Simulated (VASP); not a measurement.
# Al4FeCo3: single point with PBE

Crystal: Al4FeCo3.

```
Al Fe Co
1.0
     5.70847    0.00000    0.00000
     0.00000    5.70847    0.00000
     0.00000    0.00000    2.85748
Al Fe Co
4 1 3
Direct
  0.74750 0.74750 0.00000
  0.74750 0.25250 0.00000
  0.25250 0.74750 0.00000
  0.25250 0.25250 0.00000
  0.50000 0.50000 0.50000
  0.50000 0.00000 0.50000
  0.00000 0.50000 0.50000
  0.00000 0.00000 0.50000
```

| Quantity | Value |
| --- | --- |
| Program | VASP 6.6.1 |
| Task | single point |
| Functional | PBE |
| Potentials or basis | VASP PAW PBE potentials, release 64 (Al, Fe, Co) |
| Cutoff | 520 eV |
| k mesh | 8 × 8 × 14 |
| Occupations | gaussian, width 0.1 eV |
| Spin | no spin polarisation |

```json
{
 "Pressure": "-0.1 GPa",
 "Largest force": "0.003 eV/Å",
 "Band gap on the k mesh": "zero (an odd number of electrons rules out a gap without spin polarisation)"
}
```

Forces on the atoms (eV/Å):
```
Al   0.002  0.002  0.000
Al   0.002 -0.002  0.000
Al  -0.002  0.002  0.000
Al  -0.002 -0.002  0.000
Fe   0.000  0.000  0.000
Co   0.000  0.000  0.000
Co   0.000  0.000  0.000
Co   0.000  0.000  0.000
```

Levels at points of the mesh, in eV from the Fermi level:
```
           k point  band 22  band 23  band 24  band 25  band 26  band 27
(0.00, 0.00, 0.00)    -0.31     0.01     0.01     0.13     0.59     0.89
(0.50, 0.00, 0.00)    -0.52    -0.25     0.00     0.38     0.83     1.85
(0.50, 0.50, 0.00)    -0.88    -0.26    -0.26     1.96     2.04     2.04
(0.00, 0.00, 0.50)     0.03     0.03     0.29     0.39     0.98     2.78
(0.50, 0.00, 0.50)     0.28     0.37     0.54     0.54     0.68     0.72
(0.50, 0.50, 0.50)    -0.28    -0.11    -0.11     0.52     0.52     0.58
```

It took 15 min on 1 thread of AMD EPYC 7R13, with other jobs on the host, peak memory 0.43 GiB.

Caveat: the run has no spin polarisation, though such a crystal can be magnetic. Spin polarisation is off, so any magnetic state and its effect on volume and gap are missing.
